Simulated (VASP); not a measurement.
# Zr2O (Cmme) in VASP: further runs

Runs on Zr2O. Level: PBEsol. Tasks: single point.

Everything below comes from runs of VASP 6.6.1. Logs are shortened: lines on timing, memory, paths and dates and some standing lists are left out, and cuts for length are marked.

## Step 1: The cell of the first run

It takes space group Cmme (No. 67, orthorhombic). The conventional cell has a = 6.755 Å, b = 6.823 Å, c = 4.800 Å, α = 90.00°, β = 90.00°, γ = 90.00°. Within 2.7 Å of Zr (site symmetry 2/m) lie 2 O at 2.07 Å. Zr (site symmetry 2/m) has 2 O at 2.09 Å within 2.8 Å. Within 2.7 Å of O (site symmetry mm2) lie 4 Zr at 2.07 to 2.09 Å.

## Step 2: Single point, PBEsol (strain -0.0100 x Voigt [0, 0, 0, 0, 0, 1])

INCAR reads:

```
ALGO = Normal ; EDIFF = 1E-6
ENCUT = 520 ; GGA = PS
ISIF = 2 ; ISMEAR = 0
LASPH = T ; LCHARG = T
LELF = T ; LREAL = F
LVHAR = T ; LWAVE = F
NBANDS = 39 ; NELM = 60
PREC = Accurate ; SIGMA = 0.15
```

KPOINTS reads:

```
k-points
0
Gamma
  10 10 10
```

POSCAR reads:

```
Zr2O
1.0
    4.8002881811     -0.0240014409      0.0000000000
   -0.0240014409      4.8002881811      0.0000000000
    0.0000000000      0.0000000000      4.8002881811
Zr O
4 2
Direct
    0.2500000000      0.2500000000      0.7500000000
    0.7500000000      0.2500000000      0.2500000000
    0.2500000000      0.7500000000      0.2500000000
    0.7500000000      0.7500000000      0.7500000000
    0.0000000000      0.0000000000      0.0000000000
    0.5000000000      0.5000000000      0.5000000000
```

Potentials or basis: VASP PAW PBE potentials, release 64 (Zr_sv, O).

On the command line:

```bash
$ cat potpaw_PBE.64/Zr_sv/POTCAR potpaw_PBE.64/O/POTCAR > POTCAR
$ mpirun -np 1 vasp_std > vasp.out
```

OUTCAR:

```text
EDIFF = 1E-6
   ENCUT = 520
   GGA = PS
   ISIF = 2
   ISMEAR = 0
   LASPH = T
   LREAL = F
   NELM = 60
   PREC = Accurate

 ion  position               nearest neighbor table
   1  0.250  0.250  0.750-   5 2.07   6 2.07   4 3.38   4 3.38   2 3.39   2 3.39   3 3.39   3 3.39
                             3 3.39   2 3.39   2 3.39   3 3.39   4 3.41   4 3.41
   2  0.750  0.250  0.250-   5 2.09   6 2.09   3 3.38   3 3.38   4 3.39   1 3.39   4 3.39   4 3.39
                             4 3.39   1 3.39   1 3.39   1 3.39   3 3.41   3 3.41
   3  0.250  0.750  0.250-   5 2.09   6 2.09   2 3.38   2 3.38   4 3.39   1 3.39   4 3.39   1 3.39
                             1 3.39   4 3.39   4 3.39   1 3.39   2 3.41   2 3.41
   4  0.750  0.750  0.750-   5 2.07   6 2.07   1 3.38   1 3.38   3 3.39   2 3.39   3 3.39   2 3.39
                             2 3.39   3 3.39   3 3.39   2 3.39   1 3.41   1 3.41
   5  0.000  0.000  0.000-   1 2.07   4 2.07   3 2.09   2 2.09
   6  0.500  0.500  0.500-   1 2.07   4 2.07   3 2.09   2 2.09

  LATTYP: Found a base centered orthorhombic cell.
 ALAT       =     6.7546894858
 B/A-ratio  =     1.0100502513
 C/A-ratio  =     0.7106600816

  Lattice vectors:

 A1 = (   4.8002881811,  -0.0240014409,   0.0000000000)
 A2 = (  -0.0240014409,   4.8002881811,   0.0000000000)
 A3 = (   0.0000000000,   0.0000000000,   4.8002881811)

Analysis of symmetry for initial positions (statically):
=====================================================================
 Subroutine PRICEL returns:
 Original cell was already a primitive cell.

 Routine SETGRP: Setting up the symmetry group for a
 base centered orthorhombic supercell.

 Subroutine GETGRP returns: Found  8 space group operations
 (whereof  4 operations were pure point group operations)
 out of a pool of  8 trial point group operations.

The static configuration has the point symmetry C_2v.
 The point group associated with its full space group is D_2h.

Analysis of symmetry for dynamics (positions and initial velocities):
=====================================================================
 Subroutine PRICEL returns:
 Original cell was already a primitive cell.

 Routine SETGRP: Setting up the symmetry group for a
 base centered orthorhombic supercell.

 Subroutine GETGRP returns: Found  8 space group operations
 (whereof  4 operations were pure point group operations)
 out of a pool of  8 trial point group operations.

The dynamic configuration has the point symmetry C_2v.
 The point group associated with its full space group is D_2h.

 Subroutine INISYM returns: Found  8 space group operations
 (whereof  4 operations are pure point group operations),
 and found     1 'primitive' translations

----------------------------------------------------------------------------------------

                                     Primitive cell

  volume of cell :     110.6092

  direct lattice vectors                    reciprocal lattice vectors
     4.800288181 -0.024001441  0.000000000     0.208326034  0.001041630  0.000000000
    -0.024001441  4.800288181  0.000000000     0.001041630  0.208326034  0.000000000
     0.000000000  0.000000000  4.800288181     0.000000000  0.000000000  0.208320826

  length of vectors
     4.800348184  4.800348184  4.800288181     0.208328638  0.208328638  0.208320826

  position of ions in fractional coordinates (direct lattice)
     0.250000000  0.250000000  0.750000000
     0.750000000  0.250000000  0.250000000
     0.250000000  0.750000000  0.250000000
     0.750000000  0.750000000  0.750000000
     0.000000000  0.000000000  0.000000000
     0.500000000  0.500000000  0.500000000

  ion indices of the primitive-cell ions
   primitive index   ion index
                 1           1
                 2           2
                 3           3
                 4           4
                 5           5
                 6           6

----------------------------------------------------------------------------------------

 KPOINTS: k-points

Automatic generation of k-mesh.
 Grid dimensions read from file:
 generate k-points for:   10   10   10

 Generating k-lattice:

  Cartesian coordinates                     Fractional coordinates (reciprocal lattice)
     0.020832603  0.000104163  0.000000000     0.100000000  0.000000000  0.000000000
     0.000104163  0.020832603  0.000000000     0.000000000  0.100000000  0.000000000
     0.000000000  0.000000000  0.020832083     0.000000000  0.000000000  0.100000000

  Length of vectors
     0.020832864  0.020832864  0.020832083

  Shift w.r.t. Gamma in fractional coordinates (k-lattice)
     0.000000000  0.000000000  0.000000000

 Subroutine IBZKPT returns following result:
 ===========================================

 Found    186 irreducible k-points:

 Following reciprocal coordinates:
            Coordinates               Weight
  0.000000  0.000000  0.000000      1.000000
  0.100000  0.000000  0.000000      4.000000
  0.200000  0.000000  0.000000      4.000000
  0.300000 -0.000000  0.000000      4.000000
  0.400000 -0.000000  0.000000      4.000000
  0.500000 -0.000000  0.000000      2.000000
[... 16 lines left out ...]
  0.300000  0.300000  0.000000      2.000000
  0.400000  0.300000  0.000000      4.000000
 [... further k-points ...]
   k-points           NKPTS =    186   k-points in BZ     NKDIM =    186   number of bands    NBANDS=     39
   number of dos      NEDOS =    301   number of ions     NIONS =      6
   total plane-waves  NPLWV =  46656
   dimension x,y,z NGX =    36 NGY =   36 NGZ =   36
   dimension x,y,z NGXF=    72 NGYF=   72 NGZF=   72
   ions per type =               4   2
   NGX,Y,Z   is equivalent  to a cutoff of  12.47, 12.47, 12.47 a.u.
   NGXF,Y,Z  is equivalent  to a cutoff of  24.94, 24.94, 24.94 a.u.
 SYSTEM =  unknown system
   PREC   = accura    normal or accurate (medium, high low for compatibility)
   ISTART =      0    job   : 0-new  1-cont  2-samecut
   ICHARG =      2    charge: 1-file 2-atom 10-const
   ISPIN  =      1    spin polarized calculation?
   LNONCOLLINEAR =      F non collinear calculations
   LSORBIT =      F    spin-orbit coupling
   LASPH  =      T    aspherical Exc in radial PAW
   ENCUT  =  520.0 eV  38.22 Ry    6.18 a.u.   8.93  8.93  8.93*2*pi/ulx,y,z
   NELM   =     60;   NELMIN=  2; NELMDL= -5     # of ELM steps
   EDIFF  = 0.1E-05   stopping-criterion for ELM
   LREAL  =      F    real-space projection
   EDIFFG = 0.1E-04   stopping-criterion for IOM
   NSW    =      0    number of steps for IOM
   IBRION =     -1    ionic relax: 0-MD 1-quasi-New 2-CG
   NFREE  =      0    steps in history (QN), initial steepest desc. (CG)
   ISIF   =      2    stress and relaxation
   ISYM   =      2    0-nonsym 1-usesym 2-fastsym
   POTIM  = 0.5000    time-step for ionic-motion
   TEBEG  =    0.0;   TEEND  =   0.0 temperature during run
   PSTRESS=    0.0 pullay stress
   NELECT =      60.0000    total number of electrons
   NUPDOWN=      -1.0000    fix difference up-down
   EMIN   =  10.00;   EMAX   =-10.00  energy-range for DOS
   EFERMI =   0.00;   METHOD = LEGACY
   ISMEAR =     0;   SIGMA  =   0.15  broadening in eV -4-tet -1-fermi 0-gaus
   EFERMI_NEDOS =   21; number of points for ismear=-14 and -15
   IALGO  =     38    algorithm
   IMIX   =      4    mixing-type and parameters
     AMIX     =   0.40;   BMIX     =  1.00
     AMIX_MAG =   1.60;   BMIX_MAG =  1.00
  volume/ion in A,a.u.               =      18.43       124.40
  Fermi-wavevector in a.u.,A,eV,Ry     =   1.335144  2.523057 24.253887  1.782610
  Thomas-Fermi vector in A             =   2.463871
   LORBIT       =      0    0 simple, 1 ext, 2 COOP (PROOUT), +10 PAW based schemes
   GGA     = PS    functional components
   LHFCALC =     F    Hartree Fock is set to
   AEXX    =    0.0000 exact exchange contribution
   IVDW    =     0    specifies the selected vdW correction
   LEPSILON=     F    determine dielectric tensor
   LRPA    =     F    only Hartree local field effects (RPA)
 non-spin polarized calculation
 Gauss-broadening in eV      SIGMA  =   0.15
  energy-cutoff  :      520.00
  volume of cell :      110.61
 maximum number of plane-waves:      3016
   NGX = 17   NGY = 17   NGZ = 17

 number of electron      59.9999986 magnetization

 Free energy of the ion-electron system (eV)
  ---------------------------------------------------
  ext. energy  EPLUGINS =         0.00000000
  ---------------------------------------------------
  free energy    TOTEN  =       -56.60353206 eV

  energy without entropy =      -56.49800958  energy(sigma->0) =      -56.55077082

 E-fermi :   8.3168     XC(G=0): -11.0956

 val. band max:        8.3150841205   @ k =  -0.3000   0.2000   0.3000
 cond. band min:       8.3176342574   @ k =  -0.4000   0.3000   0.4000
 fundamental gap:      0.0025501369
 Fermi energy:         8.3168178568

 k-point     1 :       0.0000    0.0000    0.0000
  band No.  band energies     occupation
      1     -40.7621      2.00000
      2     -40.6536      2.00000
      3     -40.6524      2.00000
      4     -40.6509      2.00000
      5     -20.1838      2.00000
      6     -18.9965      2.00000
[... 31 lines left out ...]
     38      12.2370      0.00000
     39      12.2440      0.00000

 k-point     2 :       0.1000    0.0000    0.0000
  band No.  band energies     occupation
      1     -40.7594      2.00000
      2     -40.6555      2.00000
      3     -40.6523      2.00000
      4     -40.6517      2.00000
      5     -20.1594      2.00000
      6     -19.0291      2.00000
[... 31 lines left out ...]
     38      12.1200      0.00000
     39      12.1236      0.00000

 k-point     3 :       0.2000    0.0000    0.0000
  band No.  band energies     occupation
      1     -40.7517      2.00000
      2     -40.6630      2.00000
      3     -40.6523      2.00000
      4     -40.6521      2.00000
      5     -20.0877      2.00000
      6     -19.1277      2.00000
[... 832 lines left out ...]
 k-point    23 :       0.3000    0.3000    0.0000
  band No.  band energies     occupation
      1     -40.7207      2.00000
      2     -40.6734      2.00000
      3     -40.6693      2.00000
      4     -40.6554      2.00000
      5     -19.8306      2.00000
      6     -19.4611      2.00000
[... 31 lines left out ...]
     38      11.0016      0.00000
     39      11.4220      0.00000

 k-point    24 :       0.4000    0.3000    0.0000
  band No.  band energies     occupation
      1     -40.7086      2.00000
      2     -40.6842      2.00000
      3     -40.6679      2.00000
      4     -40.6582      2.00000
      5     -19.7382      2.00000
      6     -19.5683      2.00000
[... 31 lines left out ...]
     38      10.7829      0.00000
     39      11.3307      0.00000

 [... further k-points ...]
[... 5 lines left out ...]
  --------------------------------------------------------------------------------------
  -------------------------------------------------------------------------------------
  Total        0.1848077      0.1848077      0.1783729      0.5939510      0.0000000      0.0000000
  in kB        2.6769454      2.6769454      2.5837371      8.6033999      0.0000000      0.0000000
  external PRESSURE =       2.6458760 kB  Pullay stress =       0.0000000 kB

 VOLUME and BASIS-vectors are now :
 -----------------------------------------------------------------------------
  energy-cutoff  :      520.00
  volume of cell :      110.61
      direct lattice vectors                 reciprocal lattice vectors
     4.800288181 -0.024001441  0.000000000     0.208326034  0.001041630  0.000000000
    -0.024001441  4.800288181  0.000000000     0.001041630  0.208326034  0.000000000
     0.000000000  0.000000000  4.800288181     0.000000000  0.000000000  0.208320826

 POSITION                                       TOTAL-FORCE (eV/Angst)
 -----------------------------------------------------------------------------------
      1.19407      1.19407      3.60022        -0.000000     -0.000000      0.000000
      3.59422      1.18207      1.20007        -0.000000     -0.000000      0.000000
      1.18207      3.59422      1.20007         0.000000      0.000000      0.000000
      3.58222      3.58222      3.60022        -0.000000     -0.000000      0.000000
      0.00000      0.00000      0.00000         0.000000     -0.000000      0.139292
      2.38814      2.38814      2.40014        -0.000000     -0.000000     -0.139292
 -----------------------------------------------------------------------------------
    total drift:                                0.000000     -0.000000      0.000000

  FREE ENERGIE OF THE ION-ELECTRON SYSTEM (eV)
  ---------------------------------------------------
  free  energy   TOTEN  =       -56.6035320633 eV

  energy  without entropy=      -56.4980095799  energy(sigma->0) =      -56.55077082
```

Wall time 4 min (1 thread of Intel Xeon 6975P-C (Granite Rapids), shared host); peak memory 0.64 GiB.

Results:

| Item | Value |
| --- | --- |
| Free energy | -56.6035 eV |
| Pressure | 0.3 GPa |
| Largest force | 0.139 eV/Å |
| Band gap on the k mesh | zero (bands 30 and 31 overlap by 0.76 eV) |

Forces in eV/Å, atoms in the order of the input:
```
Zr   0.000  0.000  0.000
Zr   0.000  0.000  0.000
Zr   0.000  0.000  0.000
Zr   0.000  0.000  0.000
O    0.000  0.000  0.139
O    0.000  0.000 -0.139
```

Stress tensor (GPa, compression positive):
```
0.27 0.86 0.00
0.86 0.27 0.00
0.00 0.00 0.26
```

Levels at points of the mesh, in eV from the Fermi level:
```tsv
k point	band 26	band 27	band 28	band 29	band 30	band 31	band 32	band 33	band 34	band 35
(0.00, 0.00, 0.00)	-2.00	-2.00	-1.71	-1.71	-1.71	1.89	1.89	2.39	2.39	2.59
(0.50, 0.00, 0.00)	-2.68	-0.66	-0.66	-0.29	-0.29	-0.17	-0.17	1.17	1.17	1.76
(0.50, 0.50, 0.00)	-1.79	-1.44	-1.40	0.01	0.02	0.10	0.17	0.83	0.84	1.28
(0.00, 0.00, 0.50)	-2.67	-0.68	-0.63	-0.30	-0.29	-0.19	-0.17	1.17	1.17	1.75
(0.50, 0.00, 0.50)	-1.81	-1.42	-1.42	0.02	0.02	0.14	0.14	0.84	0.84	1.34
(0.50, 0.50, 0.50)	-2.48	-2.47	0.14	0.14	0.55	0.60	0.63	1.45	1.49	1.52
```

Caveat: the cell differs from its parent crystal (strain -0.0100 x Voigt [0, 0, 0, 0, 0, 1]); the PAW data sets were made with another functional, which shifts forces and pressure a little.

(Continued in part 2 of 2.)
